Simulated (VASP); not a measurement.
# CaSe (Fm-3m) in VASP: notebook, part 2 of 2

VASP 6.6.1. The steps go on from the part before.

## (5) Relaxation of cell and atoms, PBEsol, target pressure 15 GPa, at which the enthalpy is minimised

Contents of INCAR:

```
  ALGO = Normal
  EDIFF = 1E-7
  EDIFFG = -0.002
  ENCUT = 600
  GGA = PS
  IBRION = 2
  ISIF = 3
  ISMEAR = 0
  LASPH = True
  LCHARG = False
  LREAL = False
  LWAVE = False
  NELM = 80
  NSW = 100
  PREC = Accurate
  PSTRESS = 150.0
  SIGMA = 0.01
```

Contents of KPOINTS:

```
k-points
0
Gamma
  8 8 8
```

Contents of POSCAR:

```
CaSe
1.0
    2.9344505834      2.9344505834      0.0000000000
   -2.9344505834      2.9344505834      0.0000000000
    0.0000000000      2.9344505834      2.9344505834
Ca Se
1 1
Direct
    0.0000000000      0.0000000000      0.0000000000
    0.5000000000      0.5000000000      0.0000000000
```

Potentials or basis: VASP PAW PBE potentials, release 64 (Ca_sv, Se).

Started as:

```sh
$ cat potpaw_PBE.64/Ca_sv/POTCAR potpaw_PBE.64/Se/POTCAR > POTCAR
$ mpirun -np 1 vasp_std > vasp.out
```

OUTCAR:

```text
EDIFF = 1E-7
   EDIFFG = -0.002
   ENCUT = 600
   GGA = PS
   IBRION = 2
   ISIF = 3
   ISMEAR = 0
   LASPH = True
   LREAL = False
   NELM = 80
   NSW = 100
   PREC = Accurate
   PSTRESS = 150.0

 ion  position               nearest neighbor table
   1  0.000  0.000  0.000-   2 2.93   2 2.93   2 2.93   2 2.93   2 2.93   2 2.93
   2  0.500  0.500  0.000-   1 2.93   1 2.93   1 2.93   1 2.93   1 2.93   1 2.93

  LATTYP: Found a face centered cubic cell.
 ALAT       =     5.8689011668

  Lattice vectors:

 A1 = (   0.0000000000,   2.9344505834,   2.9344505834)
 A2 = (   2.9344505834,   0.0000000000,   2.9344505834)
 A3 = (   2.9344505834,   2.9344505834,   0.0000000000)

Analysis of symmetry for initial positions (statically):
=====================================================================
 Subroutine PRICEL returns:
 Original cell was already a primitive cell.

 Routine SETGRP: Setting up the symmetry group for a
 face centered cubic supercell.

 Subroutine GETGRP returns: Found 48 space group operations
 (whereof 48 operations were pure point group operations)
 out of a pool of 48 trial point group operations.

The static configuration has the point symmetry O_h .

Analysis of symmetry for dynamics (positions and initial velocities):
=====================================================================
 Subroutine PRICEL returns:
 Original cell was already a primitive cell.

 Routine SETGRP: Setting up the symmetry group for a
 face centered cubic supercell.

 Subroutine GETGRP returns: Found 48 space group operations
 (whereof 48 operations were pure point group operations)
 out of a pool of 48 trial point group operations.

The dynamic configuration has the point symmetry O_h .

 Subroutine INISYM returns: Found 48 space group operations
 (whereof 48 operations are pure point group operations),
 and found     1 'primitive' translations

----------------------------------------------------------------------------------------

                                     Primitive cell

  volume of cell :      50.5371

  direct lattice vectors                    reciprocal lattice vectors
     2.934450583  2.934450583  0.000000000     0.170389647  0.170389647 -0.170389647
    -2.934450583  2.934450583  0.000000000    -0.170389647  0.170389647 -0.170389647
     0.000000000  2.934450583  2.934450583     0.000000000  0.000000000  0.340779295

  length of vectors
     4.149939813  4.149939813  4.149939813     0.295123526  0.295123526  0.340779295

  position of ions in fractional coordinates (direct lattice)
     0.000000000  0.000000000  0.000000000
     0.500000000  0.500000000  0.000000000

  ion indices of the primitive-cell ions
   primitive index   ion index
                 1           1
                 2           2

----------------------------------------------------------------------------------------

 KPOINTS: k-points

Automatic generation of k-mesh.
 Grid dimensions read from file:
 generate k-points for:    8    8    8

 Generating k-lattice:

  Cartesian coordinates                     Fractional coordinates (reciprocal lattice)
     0.021298706  0.021298706 -0.021298706     0.125000000  0.000000000  0.000000000
    -0.021298706  0.021298706 -0.021298706     0.000000000  0.125000000  0.000000000
     0.000000000  0.000000000  0.042597412     0.000000000  0.000000000  0.125000000

  Length of vectors
     0.036890441  0.036890441  0.042597412

  Shift w.r.t. Gamma in fractional coordinates (k-lattice)
     0.000000000  0.000000000  0.000000000

 Subroutine IBZKPT returns following result:
 ===========================================

 Found     29 irreducible k-points:

 Following reciprocal coordinates:
            Coordinates               Weight
  0.000000  0.000000  0.000000      1.000000
  0.125000  0.000000  0.000000      8.000000
  0.250000  0.000000  0.000000      8.000000
  0.375000  0.000000  0.000000      8.000000
  0.500000  0.000000  0.000000      4.000000
  0.125000  0.125000  0.000000     12.000000
[... 16 lines left out ...]
  0.375000  0.250000  0.125000     48.000000
  0.500000  0.250000  0.125000     24.000000
 [... further k-points ...]
   k-points           NKPTS =     29   k-points in BZ     NKDIM =     29   number of bands    NBANDS=     12
   number of dos      NEDOS =    301   number of ions     NIONS =      2
   total plane-waves  NPLWV =  46656
   dimension x,y,z NGX =    36 NGY =   36 NGZ =   36
   dimension x,y,z NGXF=    72 NGYF=   72 NGZF=   72
   ions per type =               1   1
   NGX,Y,Z   is equivalent  to a cutoff of  14.42, 14.42, 14.42 a.u.
   NGXF,Y,Z  is equivalent  to a cutoff of  28.84, 28.84, 28.84 a.u.
 SYSTEM =  unknown system
   PREC   = accura    normal or accurate (medium, high low for compatibility)
   ISTART =      0    job   : 0-new  1-cont  2-samecut
   ICHARG =      2    charge: 1-file 2-atom 10-const
   ISPIN  =      1    spin polarized calculation?
   LNONCOLLINEAR =      F non collinear calculations
   LSORBIT =      F    spin-orbit coupling
   LASPH  =      T    aspherical Exc in radial PAW
   ENCUT  =  600.0 eV  44.10 Ry    6.64 a.u.   8.29  8.29  8.29*2*pi/ulx,y,z
   NELM   =     80;   NELMIN=  2; NELMDL= -5     # of ELM steps
   EDIFF  = 0.1E-06   stopping-criterion for ELM
   LREAL  =      F    real-space projection
   EDIFFG = -.2E-02   stopping-criterion for IOM
   NSW    =    100    number of steps for IOM
   IBRION =      2    ionic relax: 0-MD 1-quasi-New 2-CG
   NFREE  =      1    steps in history (QN), initial steepest desc. (CG)
   ISIF   =      3    stress and relaxation
   ISYM   =      2    0-nonsym 1-usesym 2-fastsym
   POTIM  = 0.5000    time-step for ionic-motion
   TEBEG  =    0.0;   TEEND  =   0.0 temperature during run
   PSTRESS=  150.0 pullay stress
   NELECT =      16.0000    total number of electrons
   NUPDOWN=      -1.0000    fix difference up-down
   EMIN   =  10.00;   EMAX   =-10.00  energy-range for DOS
   EFERMI =   0.00;   METHOD = LEGACY
   ISMEAR =     0;   SIGMA  =   0.01  broadening in eV -4-tet -1-fermi 0-gaus
   EFERMI_NEDOS =   21; number of points for ismear=-14 and -15
   IALGO  =     38    algorithm
   IMIX   =      4    mixing-type and parameters
     AMIX     =   0.40;   BMIX     =  1.00
     AMIX_MAG =   1.60;   BMIX_MAG =  1.00
  volume/ion in A,a.u.               =      25.27       170.52
  Fermi-wavevector in a.u.,A,eV,Ry     =   1.115779  2.108516 16.938735  1.244962
  Thomas-Fermi vector in A             =   2.252386
   LORBIT       =      0    0 simple, 1 ext, 2 COOP (PROOUT), +10 PAW based schemes
   GGA     = PS    functional components
   LHFCALC =     F    Hartree Fock is set to
   AEXX    =    0.0000 exact exchange contribution
   IVDW    =     0    specifies the selected vdW correction
   LEPSILON=     F    determine dielectric tensor
   LRPA    =     F    only Hartree local field effects (RPA)
 conjugate gradient relaxation of ions
 non-spin polarized calculation
 Gauss-broadening in eV      SIGMA  =   0.01
  energy-cutoff  :      600.00
  volume of cell :       50.54
 maximum number of plane-waves:      1708
 NGX is ok and might be reduce to    36
   NGX = 17   NGY = 17   NGZ = 17

--------------------------------------- Ionic step        1  -------------------------------------------

 number of electron      16.0000000 magnetization

 Free energy of the ion-electron system (eV)
  ---------------------------------------------------
  ext. energy  EPLUGINS =         0.00000000
  ---------------------------------------------------
  free energy    TOTEN  =       -10.07447621 eV

  energy without entropy =      -10.07447621  energy(sigma->0) =      -10.07447621

 E-fermi :   2.5865     XC(G=0):  -9.4278

 val. band max:        2.5079373782   @ k =   0.0000   0.0000   0.0000
 cond. band min:       4.3745057857   @ k =   0.5000   0.5000   0.0000
 fundamental gap:      1.8665684076
 Fermi energy:         2.5865261924

 k-point     1 :       0.0000    0.0000    0.0000
  band No.  band energies     occupation
      1     -36.9622      2.00000
      2     -18.0418      2.00000
      3     -18.0418      2.00000
      4     -18.0418      2.00000
      5      -9.4009      2.00000
      6       2.5079      2.00000
      7       2.5079      2.00000
      8       2.5079      2.00000
      9       5.8176      0.00000
     10       6.1444      0.00000
     11       6.1444      0.00000
     12       6.1444      0.00000
[... 570 lines left out ...]
  enthalpy is  TOTEN    =        -5.8057405669 eV   P V=        3.9249564366

--------------------------------------- Ionic step        7  -------------------------------------------

 number of electron      16.0000001 magnetization

 Free energy of the ion-electron system (eV)
  ---------------------------------------------------
  ext. energy  EPLUGINS =         0.00000000
  ---------------------------------------------------
  free energy    TOTEN  =        -9.72012590 eV

  energy without entropy =       -9.72012590  energy(sigma->0) =       -9.72012590

 E-fermi :   4.0636     XC(G=0): -10.2701

 val. band max:        4.0192857804   @ k =   0.0000   0.0000   0.0000
 cond. band min:       5.2516202622   @ k =   0.5000   0.5000   0.0000
 fundamental gap:      1.2323344818
 Fermi energy:         4.0635949563

 k-point     1 :       0.0000    0.0000    0.0000
  band No.  band energies     occupation
      1     -34.9831      2.00000
      2     -16.1006      2.00000
      3     -16.1006      2.00000
      4     -16.1006      2.00000
      5      -8.6762      2.00000
      6       4.0193      2.00000
      7       4.0193      2.00000
      8       4.0193      2.00000
      9       7.4307      0.00000
     10       7.4307      0.00000
     11       7.4307      0.00000
     12       8.2742      0.00000
[... 374 lines left out ...]
  FREE ENERGIE OF THE ION-ELECTRON SYSTEM (eV)
  ---------------------------------------------------
  free  energy   TOTEN  =        -9.7201259000 eV

  energy  without entropy=       -9.7201259000  energy(sigma->0) =       -9.72012590

  enthalpy is  TOTEN    =        -5.8058445935 eV   P V=        3.9142813064

 reached required accuracy - stopping structural energy minimisation
```

Wall time 2.2 min (1 thread of AMD EPYC 7R13 (Zen 3), shared host); peak memory 0.19 GiB.

Results:

* Free energy: -9.7201 eV
* Relaxed volume: 20.90 Å³/atom
* Relaxed cell: a = 3.896 Å, b = 3.896 Å, c = 3.896 Å, α = 60.00°, β = 60.00°, γ = 90.00°
* Space group after relaxing (to 0.1 Å): Fm-3m (No. 225)
* Energy change on relaxing (the run minimises the enthalpy): +177.2 meV/atom
* Ionic steps: 7
* Pressure after relaxing: 15.0 GPa
* Band gap on the k mesh: 1.23 eV (least direct gap 2.38 eV)

Step by step:
| step | energy change (eV) | largest force (eV/Å) | pressure (GPa) | volume (Å³) |
| --- | --- | --- | --- | --- |
| 1 | 0.0000 | 0.0000 | 0.21 | 50.54 |
| 2 | 1.3979 | 0.0000 | 39.51 | 35.33 |
| 3 | 0.3342 | 0.0000 | 14.44 | 42.03 |
| 4 | 0.3513 | 0.0000 | 14.92 | 41.84 |
| 5 | 0.3667 | 0.0000 | 15.34 | 41.68 |
| 6 | 0.3438 | 0.0000 | 14.71 | 41.92 |
| 7 | 0.3544 | 0.0000 | 15.00 | 41.81 |

Final structure:
```
Ca Se
1.0
     2.75474    2.75474    0.00000
    -2.75474    2.75474    0.00000
     0.00000    2.75474    2.75474
Ca Se
1 1
Direct
  0.00000 0.00000 0.00000
  0.50000 0.50000 0.00000
```

Caveat: the cell is relaxed towards a set pressure, so the run minimises the enthalpy, not the energy; the volume moved by over 15 % at a fixed basis, so the end points are rough; the PAW data sets were made with another functional, which shifts forces and pressure a little. A k mesh can miss the band edges.

## (6) The runs side by side

```csv
cell,gap on the mesh (eV),pressure (GPa)
relaxed to 4 GPa,1.69,4.0
relaxed to 7 GPa,1.55,7.0
relaxed to 10 GPa,1.43,10.0
relaxed to 15 GPa,1.23,15.0
```

Alike in all rows: task relaxation of cell and atoms; level PBEsol; potentials or basis VASP PAW PBE potentials, release 64 (Ca_sv, Se); no spin polarisation; k mesh 8 × 8 × 8; cutoff (eV) 600; smearing gaussian 0.01 eV.

Caveats: the cell is relaxed towards a set pressure, so the run minimises the enthalpy, not the energy; the PAW data sets were made with another functional, which shifts forces and pressure a little; the volume moved by over 15 % at a fixed basis, so the end points are rough (at least some runs).

Total energies depend on the potentials used, so only differences within one code and one set of settings carry meaning.
